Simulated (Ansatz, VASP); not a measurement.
Au: VASP beside Ansatz

The input POSCAR:

```
Au
1.0
    2.7484100000      0.0000000000      0.0000000000
    0.0000000000      2.7484100000      0.0000000000
    0.0000000000      0.0000000000      2.7484100000
Au
1
Direct
    0.5000000000      0.5000000000      0.5000000000
```

File INCAR.step1:

```
PREC = Accurate
ENCUT = 600
EDIFF = 1E-5
ISMEAR = -1
SIGMA = 0.05
LREAL = F
LASPH = T
NELM = 80
ALGO = Normal
LWAVE = T
LCHARG = F
GGA = PE
NBANDS = 12
```

File INCAR.step2:

```
PREC = Accurate
ENCUT = 600
EDIFF = 1E-7
ISMEAR = -1
SIGMA = 0.05
LREAL = F
LASPH = T
NELM = 80
ALGO = Normal
ISIF = 3
LWAVE = F
LCHARG = F
GGA = PS
LHFCALC = T
AEXX = 0.25
PRECFOCK = Normal
IBRION = 2
NSW = 60
EDIFFG = -0.01
ISTART = 1
```

File KPOINTS:

```
Automatic mesh
0
Gamma
  5 5 5
```

File input:

```
crystal:
  lattice:
    - [2.74841, 0.0, 0.0]
    - [0.0, 2.74841, 0.0]
    - [0.0, 0.0, 2.74841]
  atoms:
    - { symbol: Au, position: [0.5, 0.5, 0.5] }
hamiltonian:
  xc: { exchange: pbesol, correlation: pbesol, exx: { coeff: 0.25 } }
  pseudopotentials: { kind: paw }
kpoints:
  mp_grid: { grid: [5, 5, 5] }
scf:
  occupations: { method: fermi_dirac, width: 0.05 }
output:
  forces: true
  stress: true
  eigenvalues: true
relax:
  f_tol: 0.01
  max_steps: 40
  cell: { stress_tol: 0.05 }
```

Alike in both runs: task relaxation of cell and atoms; functional PBEsol-based global hybrid with a share of 0.25 of exact exchange; k mesh 5 × 5 × 5; occupations fermi-dirac, width 0.05 eV; no spin polarisation.

|  | VASP | Ansatz |
| --- | --- | --- |
| version | VASP 6.6.1 | Ansatz 0.2.0 |
| potentials or method | VASP PAW PBE potentials, release 64 (Au) | Ansatz PAW |
| plane-wave cutoff (eV) | 600 | 420 |
| valence electrons in the cell | 11 | 19 |

|  | VASP | Ansatz | Ansatz less VASP |
| --- | --- | --- | --- |
| gap on the k mesh at the Fermi level, each at its own relaxed structure (eV) | none | none | - |
| relaxed volume (Å³/atom) | 19.69 | 19.71 | +0.016 |
| relaxed length of the cell vector where the two differ most in proportion (Å) | 2.700 | 2.701 | +0.0007 |

VASP's potentials were made for PBE, not for PBEsol-based global hybrid. A gap of «none» marks a metal or a gap that the smearing closes. VASP's potentials hold 11 valence electrons a cell and Ansatz's 19, so a difference there can come from the potentials and not from the codes.

The k mesh is coarse, so the values compare programs but aren't converged. Spin-orbit coupling is off throughout. Noted on Ansatz's run: the plane-wave basis is chosen anew once the cell has moved, so the energies of steps on either side of that aren't comparable.
